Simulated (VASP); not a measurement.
# InSb in VASP: single point with PBE+D3(BJ)

Aim: the single point of InSb with PBE+D3(BJ).

Everything below comes from runs of VASP 6.6.1. Logs are shortened: lines on timing, memory, paths and dates and some standing lists are left out, and cuts for length are marked.

## (1) The cell of the first run

The cell holds a slab with vacuum, 16 atoms: a = 9.259 Å, b = 9.259 Å, c = 22.725 Å, α = 90.00°, β = 90.00°, γ = 120.00°.

## (2) Single point, PBE+D3(BJ)

INCAR reads:

```
SYSTEM = InSb
PREC = Accurate
ENCUT = 520
EDIFF = 1E-6
ISMEAR = 0
SIGMA = 0.1
LREAL = Auto
LASPH = .TRUE.
NELM = 80
ALGO = Normal
ISIF = 2
LWAVE = .FALSE.
LCHARG = .TRUE.
LDIPOL = .TRUE.
IDIPOL = 3
DIPOL = 0.5 0.5 0.457
GGA = PE
IVDW = 12
LELF = .TRUE.
LVHAR = .TRUE.
LVACPOTAV = .TRUE.
NBANDS = 86
```

KPOINTS reads:

```
regular mesh
0
G
  3 3 1
  0 0 0
```

POSCAR reads:

```
InSb
1.0
    9.2586444637      0.0000000000      0.0000000000
   -4.6293222319      8.0182213102      0.0000000000
    0.0000000000      0.0000000000     22.7247822179
Sb In
8 8
Direct
    0.5000000000      0.0000000000      0.3520385772
    0.5000000000      0.5000000000      0.3520385772
    0.0000000000      0.0000000000      0.3520385772
    0.0000000000      0.5000000000      0.3520385772
    0.6581479328      0.8250557127      0.5228267386
    0.6666666667      0.3333333333      0.5259262497
    0.1749442873      0.8330922201      0.5228267386
    0.1669077799      0.3418520672      0.5228267386
    0.1666666667      0.8333333333      0.3936212174
    0.1666666667      0.3333333333      0.3936212174
    0.6666666667      0.8333333333      0.3936212174
    0.6666666667      0.3333333333      0.3936212174
    0.3333333333      0.6666666667      0.5698246413
    0.3283923075      0.1684519868      0.5569395307
    0.8400596792      0.6716076925      0.5569395307
    0.8315480132      0.1599403208      0.5569395307
```

Potentials or basis: VASP PAW PBE potentials, release 64 (Sb, In_d).

Started as:

```sh
$ cat potpaw_PBE.64/Sb/POTCAR potpaw_PBE.64/In_d/POTCAR > POTCAR
$ mpirun -np 1 vasp_std > vasp.out
```

OUTCAR:

```text
SYSTEM = InSb
   PREC = Accurate
   ENCUT = 520
   EDIFF = 1E-6
   ISMEAR = 0
   LREAL = Auto
   LASPH = .TRUE.
   NELM = 80
   ISIF = 2
   GGA = PE
   IVDW = 12
 IVDW          = 12

 ion  position               nearest neighbor table
   1  0.500  0.000  0.352-   9 2.83  12 2.83  11 2.83
   2  0.500  0.500  0.352-  10 2.83  11 2.83  12 2.83
   3  0.000  0.000  0.352-  11 2.83  10 2.83   9 2.83
   4  0.000  0.500  0.352-  12 2.83   9 2.83  10 2.83
   5  0.658  0.825  0.523-  16 2.80  15 2.80  13 2.82  11 2.94
   6  0.667  0.333  0.526-  16 2.80  15 2.80  14 2.80  12 3.01
   7  0.175  0.833  0.523-  15 2.80  14 2.80  13 2.82   9 2.94
   8  0.167  0.342  0.523-  14 2.80  16 2.80  13 2.82  10 2.94
   9  0.167  0.833  0.394-   1 2.83   4 2.83   3 2.83   7 2.94
  10  0.167  0.333  0.394-   2 2.83   3 2.83   4 2.83   8 2.94
  11  0.667  0.833  0.394-   3 2.83   2 2.83   1 2.83   5 2.94
  12  0.667  0.333  0.394-   4 2.83   1 2.83   2 2.83   6 3.01
  13  0.333  0.667  0.570-   7 2.82   5 2.82   8 2.82
  14  0.328  0.168  0.557-   8 2.80   7 2.80   6 2.80
  15  0.840  0.672  0.557-   7 2.80   5 2.80   6 2.80
  16  0.832  0.160  0.557-   5 2.80   8 2.80   6 2.80

  LATTYP: Found a hexagonal cell.
 ALAT       =     9.2586444637
 C/A-ratio  =     2.4544394492

  Lattice vectors:

 A1 = (   9.2586444637,   0.0000000000,   0.0000000000)
 A2 = (  -4.6293222319,   8.0182213102,   0.0000000000)
 A3 = (   0.0000000000,   0.0000000000,  22.7247822179)

Analysis of symmetry for initial positions (statically):
=====================================================================
 Subroutine PRICEL returns:
 Original cell was already a primitive cell.

 Routine SETGRP: Setting up the symmetry group for a
 hexagonal supercell.

 Subroutine GETGRP returns: Found  3 space group operations
 (whereof  3 operations were pure point group operations)
 out of a pool of 24 trial point group operations.

The static configuration has the point symmetry C_3 .

Analysis of symmetry for dynamics (positions and initial velocities):
=====================================================================
 Subroutine PRICEL returns:
 Original cell was already a primitive cell.

 Routine SETGRP: Setting up the symmetry group for a
 hexagonal supercell.

 Subroutine GETGRP returns: Found  3 space group operations
 (whereof  3 operations were pure point group operations)
 out of a pool of 24 trial point group operations.

The dynamic configuration has the point symmetry C_3 .

 Subroutine INISYM returns: Found  3 space group operations
 (whereof  3 operations are pure point group operations),
 and found     1 'primitive' translations

----------------------------------------------------------------------------------------

                                     Primitive cell

  volume of cell :    1687.0392

  direct lattice vectors                    reciprocal lattice vectors
     9.258644464  0.000000000  0.000000000     0.108007171  0.062357970  0.000000000
    -4.629322232  8.018221310  0.000000000     0.000000000  0.124715939  0.000000000
     0.000000000  0.000000000 22.724782218     0.000000000  0.000000000  0.044004822

  length of vectors
     9.258644464  9.258644464 22.724782218     0.124715939  0.124715939  0.044004822

  position of ions in fractional coordinates (direct lattice)
     0.500000000  0.000000000  0.352038577
     0.500000000  0.500000000  0.352038577
     0.000000000  0.000000000  0.352038577
     0.000000000  0.500000000  0.352038577
     0.658147933  0.825055713  0.522826739
     0.666666667  0.333333333  0.525926250
[... 8 lines left out ...]
     0.840059679  0.671607692  0.556939531
     0.831548013  0.159940321  0.556939531

  ion indices of the primitive-cell ions
   primitive index   ion index
                 1           1
                 2           2
                 3           3
                 4           4
                 5           5
                 6           6
[... 8 lines left out ...]
                15          15
                16          16

----------------------------------------------------------------------------------------

 KPOINTS: regular mesh

Automatic generation of k-mesh.
 Grid dimensions read from file:
 generate k-points for:    3    3    1

 Generating k-lattice:

  Cartesian coordinates                     Fractional coordinates (reciprocal lattice)
     0.036002390  0.020785990  0.000000000     0.333333333  0.000000000  0.000000000
     0.000000000  0.041571980  0.000000000     0.000000000  0.333333333  0.000000000
     0.000000000  0.000000000  0.044004822     0.000000000  0.000000000  1.000000000

  Length of vectors
     0.041571980  0.041571980  0.044004822

  Shift w.r.t. Gamma in fractional coordinates (k-lattice)
     0.000000000  0.000000000  0.000000000

 Subroutine IBZKPT returns following result:
 ===========================================

 Found      3 irreducible k-points:

 Following reciprocal coordinates:
            Coordinates               Weight
  0.000000  0.000000  0.000000      1.000000
  0.333333  0.000000  0.000000      6.000000
  0.333333  0.333333  0.000000      2.000000
   k-points           NKPTS =      3   k-points in BZ     NKDIM =      3   number of bands    NBANDS=     86
   number of dos      NEDOS =    301   number of ions     NIONS =     16
   total plane-waves  NPLWV = 882000
   dimension x,y,z NGX =    70 NGY =   70 NGZ =  180
   dimension x,y,z NGXF=   140 NGYF=  140 NGZF=  360
   ions per type =               8   8
   NGX,Y,Z   is equivalent  to a cutoff of  12.57, 12.57, 13.17 a.u.
   NGXF,Y,Z  is equivalent  to a cutoff of  25.14, 25.14, 26.34 a.u.
 SYSTEM =  InSb
   PREC   = accura    normal or accurate (medium, high low for compatibility)
   ISTART =      0    job   : 0-new  1-cont  2-samecut
   ICHARG =      2    charge: 1-file 2-atom 10-const
   ISPIN  =      1    spin polarized calculation?
   LNONCOLLINEAR =      F non collinear calculations
   LSORBIT =      F    spin-orbit coupling
   LASPH  =      T    aspherical Exc in radial PAW
   ENCUT  =  520.0 eV  38.22 Ry    6.18 a.u.  17.21 17.21 42.25*2*pi/ulx,y,z
   NELM   =     80;   NELMIN=  2; NELMDL= -5     # of ELM steps
   EDIFF  = 0.1E-05   stopping-criterion for ELM
   LREAL  =      T    real-space projection
   EDIFFG = 0.1E-04   stopping-criterion for IOM
   NSW    =      0    number of steps for IOM
   IBRION =     -1    ionic relax: 0-MD 1-quasi-New 2-CG
   NFREE  =      0    steps in history (QN), initial steepest desc. (CG)
   ISIF   =      2    stress and relaxation
   ISYM   =      2    0-nonsym 1-usesym 2-fastsym
   POTIM  = 0.5000    time-step for ionic-motion
   TEBEG  =    0.0;   TEEND  =   0.0 temperature during run
   PSTRESS=    0.0 pullay stress
   NELECT =     144.0000    total number of electrons
   NUPDOWN=      -1.0000    fix difference up-down
   EMIN   =  10.00;   EMAX   =-10.00  energy-range for DOS
   EFERMI =   0.00;   METHOD = LEGACY
   ISMEAR =     0;   SIGMA  =   0.10  broadening in eV -4-tet -1-fermi 0-gaus
   EFERMI_NEDOS =   21; number of points for ismear=-14 and -15
   IALGO  =     38    algorithm
   IMIX   =      4    mixing-type and parameters
     AMIX     =   0.40;   BMIX     =  1.00
     AMIX_MAG =   1.60;   BMIX_MAG =  1.00
  volume/ion in A,a.u.               =     105.44       711.54
  Fermi-wavevector in a.u.,A,eV,Ry     =   0.720810  1.362133  7.069132  0.519567
  Thomas-Fermi vector in A             =   1.810357
   LORBIT       =      0    0 simple, 1 ext, 2 COOP (PROOUT), +10 PAW based schemes
   GGA     = PE    functional components
   LHFCALC =     F    Hartree Fock is set to
   AEXX    =    0.0000 exact exchange contribution
   IVDW    =    12    specifies the selected vdW correction
   LEPSILON=     F    determine dielectric tensor
   LRPA    =     F    only Hartree local field effects (RPA)
 non-spin polarized calculation
 Gauss-broadening in eV      SIGMA  =   0.10
  energy-cutoff  :      520.00
  volume of cell :     1687.04
 maximum number of plane-waves:     45453
 NGX is ok and might be reduce to    70
   NGX = 35   NGY = 35   NGZ = 85

 number of electron     144.0000017 magnetization

 dipolmoment           0.000000      0.000000     -0.643580 electrons x Angstroem

 Free energy of the ion-electron system (eV)
  ---------------------------------------------------
  ext. energy  EPLUGINS =         0.00000000
  ---------------------------------------------------
  free energy    TOTEN  =       -50.67832163 eV

  energy without entropy =      -50.64239304  energy(sigma->0) =      -50.66035734

 E-fermi :  -1.1420     XC(G=0):  -3.4220

 val. band max:       -1.1507024314   @ k =   0.0000   0.0000   0.0000
 cond. band min:      -1.0965250045   @ k =   0.0000   0.0000   0.0000
 fundamental gap:      0.0541774269
 Fermi energy:        -1.1419553891

 k-point     1 :       0.0000    0.0000    0.0000
  band No.  band energies     occupation
      1     -16.3518      2.00000
      2     -16.3360      2.00000
      3     -16.3360      2.00000
      4     -16.3357      2.00000
      5     -16.3085      2.00000
      6     -16.3085      2.00000
[... 76 lines left out ...]
     83       0.5800      0.00000
     84       0.6066      0.00000

 k-point     2 :       0.3333    0.0000    0.0000
  band No.  band energies     occupation
      1     -16.3481      2.00000
      2     -16.3396      2.00000
      3     -16.3334      2.00000
      4     -16.3303      2.00000
      5     -16.3091      2.00000
      6     -16.3076      2.00000
[... 76 lines left out ...]
     83       1.3295      0.00000
     84       1.4127      0.00000

 k-point     3 :       0.3333    0.3333    0.0000
  band No.  band energies     occupation
      1     -16.3443      2.00000
      2     -16.3427      2.00000
      3     -16.3308      2.00000
      4     -16.3294      2.00000
      5     -16.3101      2.00000
      6     -16.3036      2.00000
[... 76 lines left out ...]
     83       1.7559      0.00000
     84       1.8411      0.00000
 [bands above 84 left out]

------------------------ aborting loop because EDIFF is reached ----------------------------------------

 Edisp (eV)   -3.50795

 E8    (eV) :    -1.7581

  FORCE on cell =-STRESS in cart. coord.  units (eV):
  Direction    XX          YY          ZZ          XY          YZ          ZX
  --------------------------------------------------------------------------------------
  -------------------------------------------------------------------------------------
  Total       0.23489     0.23489     0.33021     0.00000     0.00000    -0.00000
  in kB       0.22308     0.22308     0.31360     0.00000     0.00000    -0.00000
  external pressure =        0.25 kB  Pullay stress =        0.00 kB

 VOLUME and BASIS-vectors are now :
 -----------------------------------------------------------------------------
  energy-cutoff  :      520.00
  volume of cell :     1687.04
      direct lattice vectors                 reciprocal lattice vectors
     9.258644464  0.000000000  0.000000000     0.108007171  0.062357970  0.000000000
    -4.629322232  8.018221310  0.000000000     0.000000000  0.124715939  0.000000000
     0.000000000  0.000000000 22.724782218     0.000000000  0.000000000  0.044004822

 POSITION                                       TOTAL-FORCE (eV/Angst)
 -----------------------------------------------------------------------------------
      4.62932      0.00000      8.00000         0.002204      0.007437      0.128098
      2.31466      4.00911      8.00000         0.005338     -0.005627      0.128098
      0.00000      0.00000      8.00000        -0.000000      0.000000      0.172057
     -2.31466      4.00911      8.00000        -0.007543     -0.001810      0.128098
      2.27411      6.61548     11.88112         0.039429      0.022056      0.149207
      4.62932      2.67274     11.95156        -0.000000      0.000000      0.024710
[... 8 lines left out ...]
      4.66873      5.38510     12.65633        -0.012169     -0.010763     -0.072508
      6.95859      1.28244     12.65633        -0.003237      0.015920     -0.072508
 -----------------------------------------------------------------------------------
    total drift:                                0.000000     -0.000000     -0.113208

  FREE ENERGIE OF THE ION-ELECTRON SYSTEM (eV)
  ---------------------------------------------------
  free  energy   TOTEN  =       -54.1862675258 eV

  energy  without entropy=      -54.1503389343  energy(sigma->0) =      -54.16830323

 vacuum level on the upper side and lower side of the slab         2.232         3.800
```

It took 30 min on 1 thread of Intel Xeon Platinum 8488C (Sapphire Rapids), shared host; peak memory 1.7 GiB.

Results:

```
Free energy                : -54.1863 eV
Largest force              : 0.277 eV/Å
Band gap on the k mesh     : 0.05 eV
Dispersion energy per atom : -0.219 eV
```

Forces on the atoms (eV/Å):
```
Sb   0.002  0.007  0.128
Sb   0.005 -0.006  0.128
Sb   0.000  0.000  0.172
Sb  -0.008 -0.002  0.128
Sb   0.039  0.022  0.149
Sb   0.000  0.000  0.025
Sb  -0.039  0.023  0.149
Sb  -0.001 -0.045  0.149
In   0.029 -0.026 -0.274
In   0.008  0.038 -0.274
In  -0.037 -0.012 -0.274
In   0.000  0.000 -0.086
In   0.000  0.000  0.096
In   0.015 -0.005 -0.073
In  -0.012 -0.011 -0.073
In  -0.003  0.016 -0.073
```

Levels at points of the mesh, in eV from the valence-band top:
| k point | band 69 | band 70 | band 71 | band 72 | band 73 | band 74 | band 75 | band 76 |
| --- | --- | --- | --- | --- | --- | --- | --- | --- |
| (0.00, 0.00, 0.00) | -0.96 | -0.96 | 0.00 | 0.00 | 0.05 | 0.23 | 0.44 | 0.44 |

Caveat: semilocal functionals underestimate gaps, and a narrow one can read as zero; spin-orbit coupling is left out, which moves the levels of the heavy elements.
